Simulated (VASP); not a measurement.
Write the native input for VASP 6.6.1 that does the following.

```yaml
Task: single point
Functional: PBE
Potentials_or_basis: VASP PAW PBE potentials, release 64 (Al, H)
Cutoff: 520 eV
k_mesh: 5 × 4 × 1
Occupations: gaussian, width 0.1 eV
Spin: no spin polarisation
Dipole_correction: yes
Further_INCAR_settings: LREAL = Auto; ALGO = Normal; EDIFF = 1e-06; NBANDS = 40
```

The structure of Al8H lies in POSCAR:

```
Al8H
1.0
    5.7135165837      0.0000000000      0.0000000000
    0.0000000000      8.0801326415      0.0000000000
    0.0000000000      0.0000000000     22.2432786975
Al H
16 2
Direct
    0.2500000000      0.2500000000      0.1798296040
    0.2500000000      0.7500000000      0.1798296040
    0.7500000000      0.2500000000      0.1798296040
    0.7500000000      0.7500000000      0.1798296040
    0.0000000000      0.0000000000      0.2440458181
    0.0000000000      0.5000000000      0.2440458181
    0.5000000000      0.0000000000      0.2440458181
    0.5000000000      0.5000000000      0.2440458181
    0.2500000000      0.2500000000      0.3102598702
    0.2500000000      0.7500000000      0.3102598702
    0.7500000000      0.2500000000      0.3102598702
    0.7500000000      0.7500000000      0.3102598702
    0.0000000000      0.0000000000      0.3705963860
    0.0000000000      0.5000000000      0.3705963860
    0.5000000000      0.0000000000      0.3705963860
    0.5000000000      0.5000000000      0.3705963860
    0.2500000000      0.1769195165      0.4483726897
    0.2500000000      0.3230804835      0.4483726897
```

These files were run (other wordings do the same):

INCAR

```
ALGO = Normal
DIPOL = 0.5 0.5 0.295
EDIFF = 1E-6
ENCUT = 520
GGA = PE
IDIPOL = 3
ISIF = 2
ISMEAR = 0
LASPH = T
LCHARG = T
LDIPOL = T
LELF = T
LREAL = Auto
LVACPOTAV = T
LVHAR = T
LWAVE = F
NBANDS = 40
NELM = 60
PREC = Accurate
SIGMA = 0.1
```

KPOINTS

```
k-points
0
Gamma
  5 4 1
```

Potentials or basis: VASP PAW PBE potentials, release 64 (Al, H).

Command:

```console
$ cat potpaw_PBE.64/Al/POTCAR potpaw_PBE.64/H/POTCAR > POTCAR
$ mpirun -np 1 vasp_std > vasp.out
```

Results of the run:

```
Largest force          : 3.241 eV/Å
Band gap on the k mesh : zero (bands 25 and 26 overlap by 0.55 eV)
```

It took 14 min on 1 thread of Intel(R) Xeon(R) Platinum 8488C (Sapphire Rapids) (shared host), peak memory 0.89 GiB.
